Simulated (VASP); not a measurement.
# HfN in VASP: further runs

The runs below take HfN through single point, with PBE.

Everything below comes from runs of VASP 6.6.1. Logs are shortened: lines on timing, memory, paths and dates and some standing lists are left out, and cuts for length are marked.

## Step 1: The cell of the first run

The structure is tetragonal, space group I4mm (No. 107). The conventional cell has a = 3.216 Å, b = 3.216 Å, c = 4.548 Å, α = 90.00°, β = 90.00°, γ = 90.00°. Within 2.9 Å of Hf (site symmetry 4mm) lie 6 N at 2.19 to 2.36 Å. N (site symmetry 4mm) has 6 Hf at 2.19 to 2.36 Å within 2.9 Å.

## Step 2: Single point, PBE (mode 4 frozen in at -0.078 Å and mode 6 at +0.000 Å (largest displacements))

File INCAR:

```
SYSTEM = HfN
PREC = Accurate
ENCUT = 520
EDIFF = 1E-7
ISMEAR = 0
SIGMA = 0.15
LREAL = .FALSE.
LASPH = .TRUE.
NELM = 100
ALGO = Normal
ISIF = 2
LWAVE = .FALSE.
LCHARG = .FALSE.
GGA = PE
NBANDS = 14
```

File KPOINTS:

```
regular mesh
0
G
  16 16 16
  0 0 0
```

File POSCAR:

```
HfN
1.0
    0.0000000000      2.2738140414      2.2738140414
    2.2738140414      0.0000000000      2.2738140414
    2.2738140414      2.2738140414      0.0000000000
Hf N
1 1
Direct
   -0.0013390996      0.0013390996      0.0013390996
    0.5170638404      0.4829361596      0.4829361596
```

Potentials or basis: VASP PAW PBE potentials, release 64 (Hf_pv, N).

Run with:

```sh
$ cat potpaw_PBE.64/Hf_pv/POTCAR potpaw_PBE.64/N/POTCAR > POTCAR
$ mpirun -np 1 vasp_std > vasp.out
```

OUTCAR:

```text
SYSTEM = HfN
   PREC = Accurate
   ENCUT = 520
   EDIFF = 1E-7
   ISMEAR = 0
   LREAL = .FALSE.
   LASPH = .TRUE.
   NELM = 100
   ISIF = 2
   GGA = PE

 ion  position               nearest neighbor table
   1  0.999  0.001  0.001-   2 2.19   2 2.28   2 2.28   2 2.28   2 2.28   2 2.36
   2  0.517  0.483  0.483-   1 2.19   1 2.28   1 2.28   1 2.28   1 2.28   1 2.36

  LATTYP: Found a face centered cubic cell.
 ALAT       =     4.5476280828

  Lattice vectors:

 A1 = (   0.0000000000,   2.2738140414,   2.2738140414)
 A2 = (   2.2738140414,   0.0000000000,   2.2738140414)
 A3 = (   2.2738140414,   2.2738140414,   0.0000000000)

Analysis of symmetry for initial positions (statically):
=====================================================================
 Subroutine PRICEL returns:
 Original cell was already a primitive cell.

 Routine SETGRP: Setting up the symmetry group for a
 face centered cubic supercell.

 Subroutine GETGRP returns: Found  8 space group operations
 (whereof  8 operations were pure point group operations)
 out of a pool of 48 trial point group operations.

The static configuration has the point symmetry C_4v.

Analysis of symmetry for dynamics (positions and initial velocities):
=====================================================================
 Subroutine PRICEL returns:
 Original cell was already a primitive cell.

 Routine SETGRP: Setting up the symmetry group for a
 face centered cubic supercell.

 Subroutine GETGRP returns: Found  8 space group operations
 (whereof  8 operations were pure point group operations)
 out of a pool of 48 trial point group operations.

The dynamic configuration has the point symmetry C_4v.

 Subroutine INISYM returns: Found  8 space group operations
 (whereof  8 operations are pure point group operations),
 and found     1 'primitive' translations

----------------------------------------------------------------------------------------

                                     Primitive cell

  volume of cell :      23.5123

  direct lattice vectors                    reciprocal lattice vectors
     0.000000000  2.273814041  2.273814041    -0.219894851  0.219894851  0.219894851
     2.273814041  0.000000000  2.273814041     0.219894851 -0.219894851  0.219894851
     2.273814041  2.273814041  0.000000000     0.219894851  0.219894851 -0.219894851

  length of vectors
     3.215658656  3.215658656  3.215658656     0.380869054  0.380869054  0.380869054

  position of ions in fractional coordinates (direct lattice)
     0.998660900  0.001339100  0.001339100
     0.517063840  0.482936160  0.482936160

  ion indices of the primitive-cell ions
   primitive index   ion index
                 1           1
                 2           2

----------------------------------------------------------------------------------------

 KPOINTS: regular mesh

Automatic generation of k-mesh.
 Grid dimensions read from file:
 generate k-points for:   16   16   16

 Generating k-lattice:

  Cartesian coordinates                     Fractional coordinates (reciprocal lattice)
    -0.013743428  0.013743428  0.013743428     0.062500000  0.000000000  0.000000000
     0.013743428 -0.013743428  0.013743428     0.000000000  0.062500000  0.000000000
     0.013743428  0.013743428 -0.013743428     0.000000000  0.000000000  0.062500000

  Length of vectors
     0.023804316  0.023804316  0.023804316

  Shift w.r.t. Gamma in fractional coordinates (k-lattice)
     0.000000000  0.000000000  0.000000000

 Subroutine IBZKPT returns following result:
 ===========================================

 Found    349 irreducible k-points:

 Following reciprocal coordinates:
            Coordinates               Weight
  0.000000  0.000000  0.000000      1.000000
  0.062500  0.000000  0.000000      8.000000
  0.125000  0.000000  0.000000      8.000000
  0.187500  0.000000  0.000000      8.000000
  0.250000  0.000000  0.000000      8.000000
  0.312500  0.000000  0.000000      8.000000
[... 16 lines left out ...]
  0.000000  0.437500  0.062500      8.000000
  0.500000  0.062500  0.000000     16.000000
 [... further k-points ...]
   k-points           NKPTS =    349   k-points in BZ     NKDIM =    349   number of bands    NBANDS=     14
   number of dos      NEDOS =    301   number of ions     NIONS =      2
   total plane-waves  NPLWV =  13824
   dimension x,y,z NGX =    24 NGY =   24 NGZ =   24
   dimension x,y,z NGXF=    48 NGYF=   48 NGZF=   48
   ions per type =               1   1
   NGX,Y,Z   is equivalent  to a cutoff of  12.41, 12.41, 12.41 a.u.
   NGXF,Y,Z  is equivalent  to a cutoff of  24.82, 24.82, 24.82 a.u.
 SYSTEM =  HfN
   PREC   = accura    normal or accurate (medium, high low for compatibility)
   ISTART =      0    job   : 0-new  1-cont  2-samecut
   ICHARG =      2    charge: 1-file 2-atom 10-const
   ISPIN  =      1    spin polarized calculation?
   LNONCOLLINEAR =      F non collinear calculations
   LSORBIT =      F    spin-orbit coupling
   LASPH  =      T    aspherical Exc in radial PAW
   ENCUT  =  520.0 eV  38.22 Ry    6.18 a.u.   5.98  5.98  5.98*2*pi/ulx,y,z
   NELM   =    100;   NELMIN=  2; NELMDL= -5     # of ELM steps
   EDIFF  = 0.1E-06   stopping-criterion for ELM
   LREAL  =      F    real-space projection
   EDIFFG = 0.1E-05   stopping-criterion for IOM
   NSW    =      0    number of steps for IOM
   IBRION =     -1    ionic relax: 0-MD 1-quasi-New 2-CG
   NFREE  =      0    steps in history (QN), initial steepest desc. (CG)
   ISIF   =      2    stress and relaxation
   ISYM   =      2    0-nonsym 1-usesym 2-fastsym
   POTIM  = 0.5000    time-step for ionic-motion
   TEBEG  =    0.0;   TEEND  =   0.0 temperature during run
   PSTRESS=    0.0 pullay stress
   NELECT =      15.0000    total number of electrons
   NUPDOWN=      -1.0000    fix difference up-down
   EMIN   =  10.00;   EMAX   =-10.00  energy-range for DOS
   EFERMI =   0.00;   METHOD = LEGACY
   ISMEAR =     0;   SIGMA  =   0.15  broadening in eV -4-tet -1-fermi 0-gaus
   EFERMI_NEDOS =   21; number of points for ismear=-14 and -15
   IALGO  =     38    algorithm
   IMIX   =      4    mixing-type and parameters
     AMIX     =   0.40;   BMIX     =  1.00
     AMIX_MAG =   1.60;   BMIX_MAG =  1.00
  volume/ion in A,a.u.               =      11.76        79.33
  Fermi-wavevector in a.u.,A,eV,Ry     =   1.409311  2.663212 27.023330  1.986159
  Thomas-Fermi vector in A             =   2.531380
   LORBIT       =      0    0 simple, 1 ext, 2 COOP (PROOUT), +10 PAW based schemes
   GGA     = PE    functional components
   LHFCALC =     F    Hartree Fock is set to
   AEXX    =    0.0000 exact exchange contribution
   IVDW    =     0    specifies the selected vdW correction
   LEPSILON=     F    determine dielectric tensor
   LRPA    =     F    only Hartree local field effects (RPA)
 non-spin polarized calculation
 Gauss-broadening in eV      SIGMA  =   0.15
  energy-cutoff  :      520.00
  volume of cell :       23.51
 maximum number of plane-waves:       648
   NGX = 11   NGY = 11   NGZ = 11

 number of electron      15.0000000 magnetization

 Free energy of the ion-electron system (eV)
  ---------------------------------------------------
  ext. energy  EPLUGINS =         0.00000000
  ---------------------------------------------------
  free energy    TOTEN  =       -21.72218163 eV

  energy without entropy =      -21.71557882  energy(sigma->0) =      -21.71888023

 E-fermi :   8.2106     XC(G=0): -12.6266

 val. band max:        8.1989035941   @ k =   0.3750   0.1250   0.0000
 cond. band min:       8.2115081398   @ k =   0.0000   0.3750   0.1250
 fundamental gap:      0.0126045457
 Fermi energy:         8.2105678621

 k-point     1 :       0.0000    0.0000    0.0000
  band No.  band energies     occupation
      1     -23.0192      2.00000
      2     -23.0096      2.00000
      3     -23.0096      2.00000
      4      -9.1836      2.00000
      5       5.0999      2.00000
      6       5.0999      2.00000
      7       5.1061      2.00000
      8       7.8822      1.99804
      9       8.0005      1.95238
     10       8.0005      1.95238
     11       9.8065      0.00000
     12      10.1399      0.00000
     13      10.2839      0.00000
     14      17.7120      0.00000

 k-point     2 :       0.0625    0.0000    0.0000
  band No.  band energies     occupation
      1     -23.0510      2.00000
      2     -23.0182      2.00000
      3     -23.0128      2.00000
      4      -9.0972      2.00000
      5       4.6388      2.00000
      6       4.8928      2.00000
      7       4.9898      2.00000
      8       7.9286      1.99215
      9       8.1012      1.69738
     10       8.1324      1.53902
     11      10.0982      0.00000
     12      10.4450      0.00000
     13      10.5892      0.00000
     14      18.0125      0.00000

 k-point     3 :       0.1250    0.0000    0.0000
  band No.  band energies     occupation
      1     -23.1549      2.00000
      2     -23.0276      2.00000
      3     -23.0218      2.00000
      4      -8.8485      2.00000
      5       3.7855      2.00000
      6       4.3959      2.00000
      7       4.4804      2.00000
      8       8.1075      1.66871
      9       8.4003      0.07363
     10       8.4133      0.05593
     11      10.8381      0.00000
     12      11.2285      0.00000
     13      11.3655      0.00000
     14      18.8464      0.00000
[... 324 lines left out ...]
 k-point    23 :       0.0000    0.4375    0.0625
  band No.  band energies     occupation
      1     -23.8381      2.00000
      2     -23.1053      2.00000
      3     -23.1011      2.00000
      4      -6.8398      2.00000
      5      -0.1521      2.00000
      6       2.2427      2.00000
      7       2.3747      2.00000
      8      10.0665      0.00000
      9      11.4874      0.00000
     10      11.7250      0.00000
     11      13.2704      0.00000
     12      15.7330      0.00000
     13      16.6277      0.00000
     14      19.8206      0.00000

 k-point    24 :       0.5000    0.0625    0.0000
  band No.  band energies     occupation
      1     -23.8870      2.00000
      2     -23.1141      2.00000
      3     -23.1033      2.00000
      4      -6.6501      2.00000
      5      -0.4273      2.00000
      6       2.1414      2.00000
      7       2.2310      2.00000
      8      10.8843      0.00000
      9      11.5482      0.00000
     10      11.8598      0.00000
     11      13.1550      0.00000
     12      16.5507      0.00000
     13      16.7966      0.00000
     14      19.6052      0.00000

 [... further k-points ...]
[... 5 lines left out ...]
  --------------------------------------------------------------------------------------
  -------------------------------------------------------------------------------------
  Total        0.0423833     -0.3303035     -0.3303035     -0.0000000      0.0000000     -0.0000000
  in kB        2.8880919    -22.5075879    -22.5075879     -0.0000000      0.0000000     -0.0000000
  external PRESSURE =     -14.0423613 kB  Pullay stress =       0.0000000 kB

 VOLUME and BASIS-vectors are now :
 -----------------------------------------------------------------------------
  energy-cutoff  :      520.00
  volume of cell :       23.51
      direct lattice vectors                 reciprocal lattice vectors
     0.000000000  2.273814041  2.273814041    -0.219894851  0.219894851  0.219894851
     2.273814041  0.000000000  2.273814041     0.219894851 -0.219894851  0.219894851
     2.273814041  2.273814041  0.000000000     0.219894851  0.219894851 -0.219894851

 POSITION                                       TOTAL-FORCE (eV/Angst)
 -----------------------------------------------------------------------------------
      0.00609      2.27381      2.27381        -0.920128      0.000000      0.000000
      2.19621      2.27381      2.27381         0.920128      0.000000      0.000000
 -----------------------------------------------------------------------------------
    total drift:                                0.000063     -0.000000     -0.000000

  FREE ENERGIE OF THE ION-ELECTRON SYSTEM (eV)
  ---------------------------------------------------
  free  energy   TOTEN  =       -21.7221816265 eV

  energy  without entropy=      -21.7155788242  energy(sigma->0) =      -21.71888023
```

It took 29 s on 1 thread of Intel Xeon 6975P-C (Granite Rapids), shared host; peak memory 0.23 GiB.

What came out:

```
Free energy   : -21.7222 eV
Pressure      : -1.4 GPa
Largest force : 0.920 eV/Å
```

Forces in eV/Å, atoms in the order of the input:
```
Hf  -0.920  0.000  0.000
N    0.920  0.000  0.000
```

Stress tensor (GPa, compression positive):
```
 0.29  0.00  0.00
 0.00 -2.25  0.00
 0.00  0.00 -2.25
```

Levels at points of the mesh, in eV from the Fermi level:
```tsv
k point	band 6	band 7	band 8	band 9	band 10	band 11
(0.00, 0.00, 0.00)	-3.11	-3.10	-0.33	-0.21	-0.21	1.60
(0.50, 0.00, 0.00)	-6.08	-6.07	3.16	3.54	3.62	4.35
(0.50, 0.50, 0.00)	-4.30	-3.70	-3.08	4.03	5.31	5.37
(0.00, 0.50, 0.50)	-3.72	-3.69	-3.69	4.01	5.31	5.37
```

Caveat: the cell differs from its parent crystal (mode 4 frozen in at -0.078 Å and mode 6 at +0.000 Å (largest displacements)); spin-orbit coupling is left out, which moves the levels of the heavy elements.

## Step 3: Single point, PBE (mode 4 frozen in at -0.039 Å and mode 6 at +0.000 Å (largest displacements))

File INCAR:

```
PREC     = Accurate       # precision mode
ENCUT    = 520            # plane-wave cutoff, eV
EDIFF    = 1E-7           # SCF threshold, eV
ISMEAR   = 0              # smearing method
SIGMA    = 0.15           # smearing width, eV
LREAL    = F              # projectors in reciprocal space
LASPH    = T              # aspherical terms in the spheres
NELM     = 80             # most SCF steps
ALGO     = Normal         # electronic algorithm
ISIF     = 2              # what is computed and relaxed
LWAVE    = F              # write WAVECAR
LCHARG   = F              # write CHGCAR
GGA      = PE             # functional
NBANDS   = 14             # bands
```

File KPOINTS:

```
Automatic mesh
0
Gamma
  16 16 16
```

File POSCAR:

```
HfN
1.0
    0.0000000000      2.2738140414      2.2738140414
    2.2738140414      0.0000000000      2.2738140414
    2.2738140414      2.2738140414      0.0000000000
Hf N
1 1
Direct
   -0.0006695498      0.0006695498      0.0006695498
    0.5085319202      0.4914680798      0.4914680798
```

Potentials or basis: VASP PAW PBE potentials, release 64 (Hf_pv, N).

Run with:

```sh
$ cat potpaw_PBE.64/Hf_pv/POTCAR potpaw_PBE.64/N/POTCAR > POTCAR
$ mpirun -np 1 vasp_std > vasp.out
```

Wall time 29 s (1 thread of Intel Xeon 6975P-C (Granite Rapids), shared host); peak memory 0.23 GiB.

Results (log left out):

- Free energy: -21.7510 eV
- Pressure: -2.1 GPa
- Largest force: 0.458 eV/Å

Forces on the atoms (eV/Å):
```
Hf  -0.458  0.000  0.000
N    0.458  0.000  0.000
```

Stress tensor (GPa, compression positive):
```
-1.65  0.00  0.00
 0.00 -2.29  0.00
 0.00  0.00 -2.29
```

Levels at points of the mesh, in eV from the Fermi level:
```tsv
k point	band 6	band 7	band 8	band 9	band 10	band 11
(0.00, 0.00, 0.00)	-3.04	-3.03	-0.34	-0.31	-0.31	1.60
(0.50, 0.00, 0.00)	-6.09	-6.09	3.18	3.58	3.61	4.33
(0.50, 0.50, 0.00)	-4.01	-3.69	-3.40	4.00	5.35	5.37
(0.00, 0.50, 0.50)	-3.72	-3.69	-3.69	3.99	5.35	5.37
```

Caveat: the cell differs from its parent crystal (mode 4 frozen in at -0.039 Å and mode 6 at +0.000 Å (largest displacements)); spin-orbit coupling is left out, which moves the levels of the heavy elements.

## Step 4: Single point, PBE (mode 4 frozen in at -0.019 Å and mode 6 at -0.019 Å (largest displacements))

File INCAR:

```
PREC     = Accurate       # precision mode
ENCUT    = 520            # plane-wave cutoff, eV
EDIFF    = 1E-6           # SCF threshold, eV
ISMEAR   = 0              # smearing method
SIGMA    = 0.15           # smearing width, eV
LREAL    = False          # projectors in reciprocal space
LASPH    = True           # aspherical terms in the spheres
NELM     = 60             # most SCF steps
ALGO     = Normal         # electronic algorithm
ISIF     = 2              # what is computed and relaxed
LWAVE    = False          # write WAVECAR
LCHARG   = False          # write CHGCAR
GGA      = PE             # functional
NBANDS   = 14             # bands
```

File KPOINTS:

```
regular mesh
0
Gamma
  16 16 16
```

File POSCAR:

```
HfN
1.0
    0.0000000000      2.2738140414      2.2738140414
    2.2738140414      0.0000000000      2.2738140414
    2.2738140414      2.2738140414      0.0000000000
Hf N
1 1
Direct
    0.0000000000      0.0006695498      0.0000000000
    0.5000000000      0.4914680798      0.5000000000
```

Run with:

```sh
$ cat potpaw_PBE.64/Hf_pv/POTCAR potpaw_PBE.64/N/POTCAR > POTCAR
$ mpirun -np 1 vasp_std > vasp.out
```

It took 46 s on 1 thread of Intel Xeon 6975P-C (Granite Rapids), shared host; peak memory 0.31 GiB.

The run converged. Its results:

* Free energy: -21.7558 eV
* Pressure: -2.2 GPa
* Largest force: 0.323 eV/Å

Forces in eV/Å, atoms in the order of the input:
```
Hf  -0.228  0.000 -0.228
N    0.228  0.000  0.228
```

Stress tensor (GPa, compression positive):
```
-2.14  0.00 -0.01
 0.00 -2.30  0.00
-0.01  0.00 -2.14
```

Levels at points of the mesh, in eV from the Fermi level:
```csv
k point,band 4,band 5,band 6,band 7,band 8,band 9,band 10,band 11,band 12,band 13
"(0.00, 0.00, 0.00)",-17.40,-3.03,-3.02,-3.02,-0.34,-0.32,-0.32,1.60,1.92,1.93
"(0.50, 0.00, 0.00)",-14.79,-8.78,-6.09,-6.09,3.18,3.59,3.60,4.32,8.58,8.60
"(0.00, 0.50, 0.00)",-14.79,-8.78,-6.09,-6.09,3.18,3.60,3.60,4.33,8.59,8.60
"(0.50, 0.50, 0.00)",-16.31,-5.42,-3.86,-3.69,-3.55,3.99,5.35,5.37,5.37,7.70
"(0.50, 0.00, 0.50)",-16.31,-5.42,-3.92,-3.69,-3.49,3.99,5.35,5.37,5.37,7.75
```

Caveat: the cell differs from its parent crystal (mode 4 frozen in at -0.019 Å and mode 6 at -0.019 Å (largest displacements)); spin-orbit coupling is left out, which moves the levels of the heavy elements.

(Continued in part 2 of 2.)
